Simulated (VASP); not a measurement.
Here is a VASP 6.6.1 calculation.

File INCAR:

```
SYSTEM = Ba2ReTe4
ALGO = Normal
EDIFF = 1E-7
ENCUT = 520
GGA = PE
ISIF = 2
ISMEAR = 0
LASPH = .True.
LCHARG = .False.
LREAL = .False.
LWAVE = .False.
NBANDS = 34
NELM = 60
PREC = Accurate
SIGMA = 0.1
```

KPOINTS

```
k-points
0
Gamma
  3 3 4
  0 0 0
```

The input POSCAR:

```
Ba2ReTe4
1.0
    7.5619554872      0.0000000033      0.0000000000
   -3.7809777465      6.5488455526      0.0000000000
    0.0000000000      0.0000000000      5.1318943398
Ba Re Te
2 1 4
Direct
    0.3333333333      0.6666666667      0.5000000000
    0.6666666667      0.3333333333      0.5000000000
    0.0000000000      0.0000000000      0.5000000000
    0.5000000000      0.0000000000      0.0000000000
    0.0000000000      0.5000000000      0.0000000000
    0.5000000000      0.5000000000      0.0000000000
    0.0000000000      0.0000000000      0.0000000000
```

Potentials or basis: VASP PAW PBE potentials, release 64 (Ba_sv, Re, Te).

Launch:

```sh
$ cat potpaw_PBE.64/Ba_sv/POTCAR potpaw_PBE.64/Re/POTCAR potpaw_PBE.64/Te/POTCAR > POTCAR
$ mpirun -np 1 vasp_std > vasp.out
```

(1) What does it give for the pressure?

Results:

(1) 0.5 GPa.
